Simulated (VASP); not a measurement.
# InSb (F-43m) in VASP: notebook

Runs on InSb. Level: r2SCAN. Tasks: relaxation of cell and atoms.

All numbers are computed with VASP 6.6.1; they aren't measurements. Logs are shortened: lines on timing, memory, paths and dates and some standing lists are left out, and cuts for length are marked.

## 1. The cell of the first run

The structure is cubic, space group F-43m (No. 216). The conventional cell has a = 6.556 Å, b = 6.556 Å, c = 6.556 Å, α = 90.00°, β = 90.00°, γ = 90.00°. Within 3.7 Å of In (site symmetry -43m) lie 4 Sb at 2.84 Å. Sb (site symmetry -43m) has 4 In at 2.84 Å within 3.7 Å.

## 2. Relaxation of cell and atoms, r2SCAN, target pressure 15 GPa, at which the enthalpy is minimised

The input, POSCAR:

```
InSb
1.0
    0.0000000000      3.2780072950      3.2780072950
    3.2780072950      0.0000000000      3.2780072950
    3.2780072950      3.2780072950      0.0000000000
In Sb
1 1
Direct
    0.0000000000      0.0000000000      0.0000000000
    0.7500000000      0.7500000000      0.7500000000
```

The input, INCAR.step1:

```
  PREC = Accurate
  ENCUT = 600
  ISMEAR = -1
  SIGMA = 0.1
  LREAL = False
  LASPH = True
  NELM = 100
  GGA = PE
  ALGO = Normal
  EDIFF = 1E-4
  LWAVE = True
  LCHARG = False
```

The input, INCAR.step2:

```
  PREC = Accurate
  ENCUT = 600
  EDIFF = 1E-6
  ISMEAR = -1
  SIGMA = 0.1
  LREAL = False
  LASPH = True
  NELM = 100
  ALGO = Normal
  ISIF = 3
  LWAVE = False
  LCHARG = False
  METAGGA = R2SCAN
  LMIXTAU = True
  IBRION = 2
  NSW = 100
  EDIFFG = -0.002
  PSTRESS = 150.0
  ISTART = 1
```

The input, KPOINTS:

```
Automatic mesh
0
Gamma
  12 12 12
```

Potentials or basis: VASP PAW PBE potentials, release 64 (In_d, Sb).

Command:

```bash
> cat potpaw_PBE.64/In_d/POTCAR potpaw_PBE.64/Sb/POTCAR > POTCAR
> cp INCAR.step1 INCAR
> mpirun -np 1 vasp_std > vasp.out
> cp INCAR.step2 INCAR
> mpirun -np 1 vasp_std > vasp.out
```

OUTCAR:

```text
PREC = Accurate
   ENCUT = 600
   EDIFF = 1E-6
   ISMEAR = -1
   LREAL = False
   LASPH = True
   NELM = 100
   ISIF = 3
   METAGGA = R2SCAN
   IBRION = 2
   NSW = 100
   EDIFFG = -0.002
   PSTRESS = 150.0
   ISTART = 1

 ion  position               nearest neighbor table
   1  0.000  0.000  0.000-   2 2.84   2 2.84   2 2.84   2 2.84
   2  0.750  0.750  0.750-   1 2.84   1 2.84   1 2.84   1 2.84

  LATTYP: Found a face centered cubic cell.
 ALAT       =     6.5560145900

  Lattice vectors:

 A1 = (   0.0000000000,   3.2780072950,   3.2780072950)
 A2 = (   3.2780072950,   0.0000000000,   3.2780072950)
 A3 = (   3.2780072950,   3.2780072950,   0.0000000000)

Analysis of symmetry for initial positions (statically):
=====================================================================
 Subroutine PRICEL returns:
 Original cell was already a primitive cell.

 Routine SETGRP: Setting up the symmetry group for a
 face centered cubic supercell.

 Subroutine GETGRP returns: Found 24 space group operations
 (whereof 24 operations were pure point group operations)
 out of a pool of 48 trial point group operations.

The static configuration has the point symmetry T_d .

Analysis of symmetry for dynamics (positions and initial velocities):
=====================================================================
 Subroutine PRICEL returns:
 Original cell was already a primitive cell.

 Routine SETGRP: Setting up the symmetry group for a
 face centered cubic supercell.

 Subroutine GETGRP returns: Found 24 space group operations
 (whereof 24 operations were pure point group operations)
 out of a pool of 48 trial point group operations.

The dynamic configuration has the point symmetry T_d .

 Subroutine INISYM returns: Found 24 space group operations
 (whereof 24 operations are pure point group operations),
 and found     1 'primitive' translations

----------------------------------------------------------------------------------------

                                     Primitive cell

  volume of cell :      70.4466

  direct lattice vectors                    reciprocal lattice vectors
     0.000000000  3.278007295  3.278007295    -0.152531692  0.152531692  0.152531692
     3.278007295  0.000000000  3.278007295     0.152531692 -0.152531692  0.152531692
     3.278007295  3.278007295  0.000000000     0.152531692  0.152531692 -0.152531692

  length of vectors
     4.635802374  4.635802374  4.635802374     0.264192641  0.264192641  0.264192641

  position of ions in fractional coordinates (direct lattice)
     0.000000000  0.000000000  0.000000000
     0.750000000  0.750000000  0.750000000

  ion indices of the primitive-cell ions
   primitive index   ion index
                 1           1
                 2           2

----------------------------------------------------------------------------------------

 KPOINTS: Automatic mesh

Automatic generation of k-mesh.
 Grid dimensions read from file:
 generate k-points for:   12   12   12

 Generating k-lattice:

  Cartesian coordinates                     Fractional coordinates (reciprocal lattice)
    -0.012710974  0.012710974  0.012710974     0.083333333  0.000000000  0.000000000
     0.012710974 -0.012710974  0.012710974     0.000000000  0.083333333  0.000000000
     0.012710974  0.012710974 -0.012710974     0.000000000  0.000000000  0.083333333

  Length of vectors
     0.022016053  0.022016053  0.022016053

  Shift w.r.t. Gamma in fractional coordinates (k-lattice)
     0.000000000  0.000000000  0.000000000

 Subroutine IBZKPT returns following result:
 ===========================================

 Found     72 irreducible k-points:

 Following reciprocal coordinates:
            Coordinates               Weight
  0.000000  0.000000  0.000000      1.000000
  0.083333  0.000000  0.000000      8.000000
  0.166667  0.000000  0.000000      8.000000
  0.250000  0.000000  0.000000      8.000000
  0.333333  0.000000  0.000000      8.000000
  0.416667  0.000000  0.000000      8.000000
[... 16 lines left out ...]
  0.500000  0.166667  0.000000     24.000000
 -0.416667  0.166667  0.000000     24.000000
 [... further k-points ...]
   k-points           NKPTS =     72   k-points in BZ     NKDIM =     72   number of bands    NBANDS=     13
   number of dos      NEDOS =    301   number of ions     NIONS =      2
   total plane-waves  NPLWV =  64000
   dimension x,y,z NGX =    40 NGY =   40 NGZ =   40
   dimension x,y,z NGXF=    80 NGYF=   80 NGZF=   80
   ions per type =               1   1
   NGX,Y,Z   is equivalent  to a cutoff of  14.34, 14.34, 14.34 a.u.
   NGXF,Y,Z  is equivalent  to a cutoff of  28.69, 28.69, 28.69 a.u.
 SYSTEM =  unknown system
   PREC   = accura    normal or accurate (medium, high low for compatibility)
   ISTART =      1    job   : 0-new  1-cont  2-samecut
   ICHARG =      0    charge: 1-file 2-atom 10-const
   ISPIN  =      1    spin polarized calculation?
   LNONCOLLINEAR =      F non collinear calculations
   LSORBIT =      F    spin-orbit coupling
   LASPH  =      T    aspherical Exc in radial PAW
   ENCUT  =  600.0 eV  44.10 Ry    6.64 a.u.   9.26  9.26  9.26*2*pi/ulx,y,z
   NELM   =    100;   NELMIN=  2; NELMDL=  0     # of ELM steps
   EDIFF  = 0.1E-05   stopping-criterion for ELM
   LREAL  =      F    real-space projection
   EDIFFG = -.2E-02   stopping-criterion for IOM
   NSW    =    100    number of steps for IOM
   IBRION =      2    ionic relax: 0-MD 1-quasi-New 2-CG
   NFREE  =      1    steps in history (QN), initial steepest desc. (CG)
   ISIF   =      3    stress and relaxation
   ISYM   =      2    0-nonsym 1-usesym 2-fastsym
   POTIM  = 0.5000    time-step for ionic-motion
   TEBEG  =    0.0;   TEEND  =   0.0 temperature during run
   PSTRESS=  150.0 pullay stress
   NELECT =      18.0000    total number of electrons
   NUPDOWN=      -1.0000    fix difference up-down
   EMIN   =  10.00;   EMAX   =-10.00  energy-range for DOS
   EFERMI =   0.00;   METHOD = LEGACY
   ISMEAR =    -1;   SIGMA  =   0.10  broadening in eV -4-tet -1-fermi 0-gaus
   EFERMI_NEDOS =   21; number of points for ismear=-14 and -15
   IALGO  =     38    algorithm
   IMIX   =      4    mixing-type and parameters
     AMIX     =   0.40;   BMIX     =  1.00
     AMIX_MAG =   1.60;   BMIX_MAG =  1.00
  volume/ion in A,a.u.               =      35.22       237.70
  Fermi-wavevector in a.u.,A,eV,Ry     =   1.038833  1.963110 14.683055  1.079174
  Thomas-Fermi vector in A             =   2.173335
   LORBIT       =      0    0 simple, 1 ext, 2 COOP (PROOUT), +10 PAW based schemes
   METAGGA = R2SCAN    functional components
   LHFCALC =     F    Hartree Fock is set to
   AEXX    =    0.0000 exact exchange contribution
   IVDW    =     0    specifies the selected vdW correction
   LEPSILON=     F    determine dielectric tensor
   LRPA    =     F    only Hartree local field effects (RPA)
 conjugate gradient relaxation of ions
 non-spin polarized calculation
  energy-cutoff  :      600.00
  volume of cell :       70.45
 maximum number of plane-waves:      2397
 NGX is ok and might be reduce to    40
   NGX = 19   NGY = 19   NGZ = 19

--------------------------------------- Ionic step        1  -------------------------------------------

 number of electron      17.9999998 magnetization

 Free energy of the ion-electron system (eV)
  ---------------------------------------------------
  ext. energy  EPLUGINS =         0.00000000
  ---------------------------------------------------
  free energy    TOTEN  =       -48.76995246 eV

  energy without entropy =      -48.76922895  energy(sigma->0) =      -48.76959071

 E-fermi :   4.8245     XC(G=0):  -9.0845

 val. band max:        4.5715350878   @ k =   0.0000   0.0000   0.0000
 cond. band min:       5.3160981103   @ k =   0.5000   0.0000   0.0000
 fundamental gap:      0.7445630224
 Fermi energy:         4.8245274502

 k-point     1 :       0.0000    0.0000    0.0000
  band No.  band energies     occupation
      1     -10.4723      2.00000
      2     -10.4723      2.00000
      3     -10.4723      2.00000
      4     -10.3808      2.00000
      5     -10.3808      2.00000
      6      -6.3436      2.00000
      7       4.5494      1.88002
      8       4.5494      1.88002
      9       4.5494      1.88002
     10       4.5715      1.85243
     11       7.7720      0.00000
     12       7.7720      0.00000
     13       7.7720      0.00000
[... 1297 lines left out ...]
  FREE ENERGIE OF THE ION-ELECTRON SYSTEM (eV)
  ---------------------------------------------------
  free  energy   TOTEN  =       -48.2860412517 eV

  energy  without entropy=      -48.2859466656  energy(sigma->0) =      -48.28599396

  enthalpy is  TOTEN    =       -42.9056726928 eV   P V=        5.3803685589

--------------------------------------- Ionic step        5  -------------------------------------------

 number of electron      18.0000002 magnetization

 Free energy of the ion-electron system (eV)
  ---------------------------------------------------
  ext. energy  EPLUGINS =         0.00000000
  ---------------------------------------------------
  free energy    TOTEN  =       -48.25938150 eV

  energy without entropy =      -48.25928581  energy(sigma->0) =      -48.25933365

 E-fermi :   7.5207     XC(G=0): -10.0527

 val. band max:        6.9913637525   @ k =   0.0000   0.0000   0.0000
 cond. band min:       8.1289312204   @ k =   0.4167   0.4167   0.0000
 fundamental gap:      1.1375674679
 Fermi energy:         7.5207385570

 k-point     1 :       0.0000    0.0000    0.0000
  band No.  band energies     occupation
      1      -8.6155      2.00000
      2      -8.6155      2.00000
      3      -8.6155      2.00000
      4      -8.4464      2.00000
      5      -8.4464      2.00000
      6      -5.4462      2.00000
      7       6.9914      1.99000
      8       6.9914      1.99000
      9       6.9914      1.99000
     10       8.3359      0.00058
     11      10.1230      0.00000
     12      10.1230      0.00000
     13      10.1230      0.00000
[... 390 lines left out ...]
 POSITION                                       TOTAL-FORCE (eV/Angst)
 -----------------------------------------------------------------------------------
      0.00000      0.00000      0.00000         0.000000     -0.000000      0.000000
      4.58661      4.58661      4.58661        -0.000000      0.000000     -0.000000
 -----------------------------------------------------------------------------------
    total drift:                                0.000000      0.000000      0.000000

  FREE ENERGIE OF THE ION-ELECTRON SYSTEM (eV)
  ---------------------------------------------------
  free  energy   TOTEN  =       -48.2593814978 eV

  energy  without entropy=      -48.2592858101  energy(sigma->0) =      -48.25933365

  enthalpy is  TOTEN    =       -42.9061941570 eV   P V=        5.3531873407

 reached required accuracy - stopping structural energy minimisation
```

Run time: 13 min. Hardware: 1 thread of Intel Xeon 6975P-C (Granite Rapids), shared host; peak memory 0.33 GiB.

What came out:

- Free energy: -48.2594 eV
- Relaxed volume: 28.59 Å³/atom
- Relaxed cell: a = 4.324 Å, b = 4.324 Å, c = 4.324 Å, α = 60.00°, β = 60.00°, γ = 60.00°
- Space group after relaxing (to 0.1 Å): F-43m (No. 216)
- Energy change on relaxing (the run minimises the enthalpy): +255.3 meV/atom
- Ionic steps: 5
- Pressure after relaxing: 15.0 GPa
- Band gap on the k mesh: 1.14 eV (least direct gap 1.34 eV)

The path:
```tsv
step	energy change (eV)	largest force (eV/Å)	pressure (GPa)	volume (Å³)
1	0.0000	0.0000	0.02	70.45
2	4.1606	0.0000	75.41	41.92
3	0.4218	0.0000	13.18	58.19
4	0.4839	0.0000	14.47	57.47
5	0.5106	0.0000	15.00	57.18
```

Final structure:
```
In Sb
1.0
     0.00000    3.05774    3.05774
     3.05774    0.00000    3.05774
     3.05774    3.05774    0.00000
In Sb
1 1
Direct
  0.00000 0.00000 0.00000
  0.75000 0.75000 0.75000
```

Caveat: the cell is relaxed towards a set pressure, so the run minimises the enthalpy, not the energy; the volume moved by over 15 % at a fixed basis, so the end points are rough; the PAW data sets were made with another functional, which shifts forces and pressure a little; spin-orbit coupling is left out, which moves the levels of the heavy elements.

(Continued in part 2 of 2.)

The gap in the log of VASP goes by the Fermi energy; the results here count the filled bands.